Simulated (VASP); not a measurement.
# C (C2/m) in VASP: a series of runs

The runs below take C through single point, with PBE+D3(BJ).

All numbers are computed with VASP 6.6.1; they aren't measurements. Logs are shortened: lines on timing, memory, paths and dates and some standing lists are left out, and cuts for length are marked.

## 1. The cell of the first run

It takes space group C2/m (No. 12, monoclinic). The conventional cell has a = 21.083 Å, b = 2.465 Å, c = 3.650 Å, α = 90.00°, β = 92.78°, γ = 90.00°. Within 1.9 Å of C (site symmetry m) lie 3 C at 1.42 Å. C (site symmetry m) has 2 C at 1.42 Å within 1.9 Å. C (site symmetry m) has 3 C at 1.42 Å within 1.9 Å. Within 1.9 Å of C (site symmetry m) lie 3 C at 1.42 Å. C (site symmetry m) has 3 C at 1.42 Å within 1.9 Å.

## 2. Single point, PBE+D3(BJ)

INCAR reads:

```
PREC     = Accurate       # precision mode
ENCUT    = 520            # plane-wave cutoff, eV
EDIFF    = 1E-6           # SCF threshold, eV
ISMEAR   = 0              # smearing method
SIGMA    = 0.05           # smearing width, eV
LREAL    = False          # projectors in reciprocal space
LASPH    = True           # aspherical terms in the spheres
NELM     = 80             # most SCF steps
ALGO     = Normal         # electronic algorithm
ISIF     = 2              # what is computed and relaxed
LWAVE    = False          # write WAVECAR
LCHARG   = False          # write CHGCAR
GGA      = PE             # functional
IVDW     = 12             # dispersion correction
ISYM     = 0            
NBANDS   = 31             # bands
```

KPOINTS reads:

```
regular mesh
0
Gamma
  7 11 3
```

POSCAR reads:

```
C
1.0
    0.0000000000      1.4231666446     -3.3613878322
   -2.4649969361      0.0000000000      0.0000000000
    1.2324984681      9.8951886056      3.6343051426
C
10
Direct
    0.5749211639      0.0045109645      0.8090219290
    0.7674719792      0.6311039777      0.0622079555
    0.9693342754      0.2244557244      0.2489114489
    0.1711965716      0.8178074711      0.4356149422
    0.3730588677      0.4111592178      0.6223184356
    0.8343903169      0.1622477689      0.1244955379
    0.0362526131      0.7555995156      0.3111990313
    0.2381149092      0.3489512623      0.4979025246
    0.4399772054      0.9423030090      0.6846060180
    0.6418395016      0.5356547557      0.8713095114
```

Potentials or basis: VASP PAW PBE potentials, release 64 (C).

Launch:

```
cat potpaw_PBE.64/C/POTCAR > POTCAR
mpirun -np 1 vasp_std > vasp.out
```

OUTCAR:

```text
PREC = Accurate
   ENCUT = 520
   EDIFF = 1E-6
   ISMEAR = 0
   LREAL = False
   LASPH = True
   NELM = 80
   ISIF = 2
   GGA = PE
   IVDW = 12
   ISYM = 0
 IVDW          = 12

 ion  position               nearest neighbor table
   1  0.575  0.005  0.809-  10 1.42  10 1.42   9 1.42
   2  0.767  0.631  0.062-   6 1.42   6 1.42
   3  0.969  0.224  0.249-   7 1.42   7 1.42   6 1.42
   4  0.171  0.818  0.436-   8 1.42   8 1.42   7 1.42
   5  0.373  0.411  0.622-   9 1.42   9 1.42   8 1.42
   6  0.834  0.162  0.124-   2 1.42   2 1.42   3 1.42
   7  0.036  0.756  0.311-   3 1.42   3 1.42   4 1.42
   8  0.238  0.349  0.498-   4 1.42   4 1.42   5 1.42
   9  0.440  0.942  0.685-   5 1.42   5 1.42   1 1.42
  10  0.642  0.536  0.871-   1 1.42   1 1.42

IMPORTANT INFORMATION: All symmetrisations will be switched off!
NOSYMM: (Re-)initialisation of all symmetry stuff for point group C_1.

----------------------------------------------------------------------------------------

                                     Primitive cell

  volume of cell :      94.7392

  direct lattice vectors                    reciprocal lattice vectors
     0.000000000  1.423166645 -3.361387832     0.000000000  0.094560159 -0.257460662
    -2.464996936  0.000000000  0.000000000    -0.405680017  0.043729593  0.018514525
     1.232498468  9.895188606  3.634305143     0.000000000  0.087459186  0.037029049

  length of vectors
     3.650250876  2.464996936 10.613292792     0.274276532  0.408449925  0.094975047

  position of ions in fractional coordinates (direct lattice)
     0.574921164  0.004510964  0.809021929
     0.767471979  0.631103978  0.062207955
     0.969334275  0.224455724  0.248911449
     0.171196572  0.817807471  0.435614942
     0.373058868  0.411159218  0.622318436
     0.834390317  0.162247769  0.124495538
     0.036252613  0.755599516  0.311199031
     0.238114909  0.348951262  0.497902525
     0.439977205  0.942303009  0.684606018
     0.641839502  0.535654756  0.871309511

  ion indices of the primitive-cell ions
   primitive index   ion index
                 1           1
                 2           2
                 3           3
                 4           4
                 5           5
                 6           6
                 7           7
                 8           8
                 9           9
                10          10

----------------------------------------------------------------------------------------

 KPOINTS: regular mesh

Automatic generation of k-mesh.
 Grid dimensions read from file:
 generate k-points for:    7   11    3

 Generating k-lattice:

  Cartesian coordinates                     Fractional coordinates (reciprocal lattice)
     0.000000000  0.013508594 -0.036780095     0.142857143  0.000000000  0.000000000
    -0.036880002  0.003975418  0.001683139     0.000000000  0.090909091  0.000000000
     0.000000000  0.029153062  0.012343016     0.000000000  0.000000000  0.333333333

  Length of vectors
     0.039182362  0.037131811  0.031658349

  Shift w.r.t. Gamma in fractional coordinates (k-lattice)
     0.000000000  0.000000000  0.000000000

 -----------------------------------------------------------------------------
|                                                                             |
|           W    W    AA    RRRRR   N    N  II  N    N   GGGG   !!!           |
|           W    W   A  A   R    R  NN   N  II  NN   N  G    G  !!!           |
|           W    W  A    A  R    R  N N  N  II  N N  N  G       !!!           |
|           W WW W  AAAAAA  RRRRR   N  N N  II  N  N N  G  GGG   !            |
|           WW  WW  A    A  R   R   N   NN  II  N   NN  G    G                |
|           W    W  A    A  R    R  N    N  II  N    N   GGGG   !!!           |
|                                                                             |
|     Your reciprocal lattice and k-lattice belong to different lattice       |
|     classes:                                                                |
|                                                                             |
|        The reciprocal lattice is base-centered monoclinic,                  |
|        whereas your k-lattice is triclinic.                                 |
|                                                                             |
|     Results are often still useful ...                                      |
|                                                                             |
 -----------------------------------------------------------------------------

 WARNING: IBZKPT: internal override: KBLOWUP is changed to .FALSE.
      ... skipping the blow-up phase ...

 Subroutine IBZKPT returns following result:
 ===========================================

 Found    116 irreducible k-points:

 Following reciprocal coordinates:
            Coordinates               Weight
  0.000000  0.000000  0.000000      1.000000
  0.142857  0.000000  0.000000      2.000000
  0.285714  0.000000 -0.000000      2.000000
  0.428571  0.000000 -0.000000      2.000000
  0.000000  0.090909 -0.000000      2.000000
  0.142857  0.090909  0.000000      2.000000
[... 16 lines left out ...]
 -0.428571  0.272727  0.000000      2.000000
 -0.285714  0.272727  0.000000      2.000000
 [... further k-points ...]
   k-points           NKPTS =    116   k-points in BZ     NKDIM =    116   number of bands    NBANDS=     31
   number of dos      NEDOS =    301   number of ions     NIONS =     10
   total plane-waves  NPLWV =  40320
   dimension x,y,z NGX =    28 NGY =   18 NGZ =   80
   dimension x,y,z NGXF=    56 NGYF=   36 NGZF=  160
   ions per type =              10
   NGX,Y,Z   is equivalent  to a cutoff of  12.75, 12.14, 12.53 a.u.
   NGXF,Y,Z  is equivalent  to a cutoff of  25.50, 24.28, 25.06 a.u.
 SYSTEM =  unknown system
   PREC   = accura    normal or accurate (medium, high low for compatibility)
   ISTART =      0    job   : 0-new  1-cont  2-samecut
   ICHARG =      2    charge: 1-file 2-atom 10-const
   ISPIN  =      1    spin polarized calculation?
   LNONCOLLINEAR =      F non collinear calculations
   LSORBIT =      F    spin-orbit coupling
   LASPH  =      T    aspherical Exc in radial PAW
   ENCUT  =  520.0 eV  38.22 Ry    6.18 a.u.   6.79  4.58 19.73*2*pi/ulx,y,z
   NELM   =     80;   NELMIN=  2; NELMDL= -5     # of ELM steps
   EDIFF  = 0.1E-05   stopping-criterion for ELM
   LREAL  =      F    real-space projection
   EDIFFG = 0.1E-04   stopping-criterion for IOM
   NSW    =      0    number of steps for IOM
   IBRION =     -1    ionic relax: 0-MD 1-quasi-New 2-CG
   NFREE  =      0    steps in history (QN), initial steepest desc. (CG)
   ISIF   =      2    stress and relaxation
   ISYM   =      0    0-nonsym 1-usesym 2-fastsym
   POTIM  = 0.5000    time-step for ionic-motion
   TEBEG  =    0.0;   TEEND  =   0.0 temperature during run
   PSTRESS=    0.0 pullay stress
   NELECT =      40.0000    total number of electrons
   NUPDOWN=      -1.0000    fix difference up-down
   EMIN   =  10.00;   EMAX   =-10.00  energy-range for DOS
   EFERMI =   0.00;   METHOD = LEGACY
   ISMEAR =     0;   SIGMA  =   0.05  broadening in eV -4-tet -1-fermi 0-gaus
   EFERMI_NEDOS =   21; number of points for ismear=-14 and -15
   IALGO  =     38    algorithm
   IMIX   =      4    mixing-type and parameters
     AMIX     =   0.40;   BMIX     =  1.00
     AMIX_MAG =   1.60;   BMIX_MAG =  1.00
  volume/ion in A,a.u.               =       9.47        63.93
  Fermi-wavevector in a.u.,A,eV,Ry     =   1.228151  2.320868 20.522402  1.508354
  Thomas-Fermi vector in A             =   2.363087
   LORBIT       =      0    0 simple, 1 ext, 2 COOP (PROOUT), +10 PAW based schemes
   GGA     = PE    functional components
   LHFCALC =     F    Hartree Fock is set to
   AEXX    =    0.0000 exact exchange contribution
   IVDW    =    12    specifies the selected vdW correction
   LEPSILON=     F    determine dielectric tensor
   LRPA    =     F    only Hartree local field effects (RPA)
 non-spin polarized calculation
 Gauss-broadening in eV      SIGMA  =   0.05
  energy-cutoff  :      520.00
  volume of cell :       94.74
 maximum number of plane-waves:      2573
   NGX = 13   NGY =  9   NGZ = 39

 number of electron      40.0000001 magnetization

 Free energy of the ion-electron system (eV)
  ---------------------------------------------------
  ext. energy  EPLUGINS =         0.00000000
  ---------------------------------------------------
  free energy    TOTEN  =       -89.14558928 eV

  energy without entropy =      -89.14540664  energy(sigma->0) =      -89.14549796

 E-fermi :   4.0045     XC(G=0): -10.0193

 val. band max:        3.9356097425   @ k =  -0.0000   0.4545   0.3333
 cond. band min:       4.0579622218   @ k =   0.2857  -0.3636   0.3333
 fundamental gap:      0.1223524793
 Fermi energy:         4.0045072383

 k-point     1 :       0.0000    0.0000    0.0000
  band No.  band energies     occupation
      1     -15.4875      2.00000
      2     -14.7892      2.00000
      3     -13.9010      2.00000
      4     -12.1497      2.00000
      5     -11.0267      2.00000
      6      -7.6757      2.00000
[... 23 lines left out ...]
     30      12.1955      0.00000
     31      12.5396      0.00000

 k-point     2 :       0.1429    0.0000    0.0000
  band No.  band energies     occupation
      1     -15.4375      2.00000
      2     -14.7630      2.00000
      3     -13.8500      2.00000
      4     -12.1987      2.00000
      5     -10.9620      2.00000
      6      -7.8149      2.00000
[... 740 lines left out ...]
 k-point    24 :      -0.2857    0.2727    0.0000
  band No.  band energies     occupation
      1     -14.0184      2.00000
      2     -13.3841      2.00000
      3     -12.5131      2.00000
      4     -10.9723      2.00000
      5      -9.7951      2.00000
      6      -7.3362      2.00000
[... 23 lines left out ...]
     30      12.9688      0.00000
     31      13.6742      0.00000

 [... further k-points ...]

------------------------ aborting loop because EDIFF is reached ----------------------------------------

 Edisp (eV)   -1.50260

 E8    (eV) :    -0.4259

  FORCE on cell =-STRESS in cart. coord.  units (eV):
  Direction    XX          YY          ZZ          XY          YZ          ZX
  --------------------------------------------------------------------------------------
  -------------------------------------------------------------------------------------
  Total      -1.54829   -11.27301    -0.31335    -0.01681    -1.43918    -0.00501
  in kB     -26.18381  -190.64308    -5.29926    -0.28436   -24.33871    -0.08477
  external pressure =      -74.04 kB  Pullay stress =        0.00 kB

 VOLUME and BASIS-vectors are now :
 -----------------------------------------------------------------------------
  energy-cutoff  :      520.00
  volume of cell :       94.74
      direct lattice vectors                 reciprocal lattice vectors
     0.000000000  1.423166645 -3.361387832     0.000000000  0.094560159 -0.257460662
    -2.464996936  0.000000000  0.000000000    -0.405680017  0.043729593  0.018514525
     1.232498468  9.895188606  3.634305143     0.000000000  0.087459186  0.037029049

 POSITION                                       TOTAL-FORCE (eV/Angst)
 -----------------------------------------------------------------------------------
      0.98600      8.82363      1.00770         0.003411      2.642730      0.104169
     -1.47900      1.70780     -2.35369         0.003128     -2.738668     -0.901744
     -0.24650      3.84255     -2.35369         0.004811      0.655982      0.155159
     -1.47900      4.55413      1.00770         0.005174      0.256317     -0.006211
     -0.24650      6.68888      1.00770         0.004510      0.371406      0.010562
     -0.24650      2.41938     -2.35225        -0.003357     -2.642705     -0.104128
     -1.47900      3.13097      1.00913        -0.004558     -0.371506     -0.010569
     -0.24650      5.26572      1.00913        -0.005154     -0.256320      0.006164
     -1.47900      7.40047      1.00913        -0.004881     -0.655968     -0.155212
     -0.24650      9.53522      1.00913        -0.003084      2.738733      0.901810
 -----------------------------------------------------------------------------------
    total drift:                                0.000059     -0.000321     -0.000099

  FREE ENERGIE OF THE ION-ELECTRON SYSTEM (eV)
  ---------------------------------------------------
  free  energy   TOTEN  =       -90.6481880149 eV

  energy  without entropy=      -90.6480053711  energy(sigma->0) =      -90.64809669
```

Wall time 3.5 min (1 thread of Intel Xeon Platinum 8559C (Emerald Rapids), shared host); peak memory 0.33 GiB.

What came out:

```
Free energy                : -90.6482 eV
Pressure                   : -7.4 GPa
Largest force              : 2.883 eV/Å
Dispersion energy per atom : -0.150 eV
```

Forces on the atoms (eV/Å):
```
C    0.003  2.643  0.104
C    0.003 -2.739 -0.902
C    0.005  0.656  0.155
C    0.005  0.256 -0.006
C    0.005  0.371  0.011
C   -0.003 -2.643 -0.104
C   -0.005 -0.372 -0.011
C   -0.005 -0.256  0.006
C   -0.005 -0.656 -0.155
C   -0.003  2.739  0.902
```

Stress tensor (GPa, compression positive):
```
 -2.62  -0.03  -0.01
 -0.03 -19.06  -2.43
 -0.01  -2.43  -0.53
```

Caveat: the stress differs along the axes, from -19 to -1 GPa; forces of over 1 eV/Å act on the atoms, so gaps and moduli don't describe the material at rest.

(Continued in part 2 of 2.)
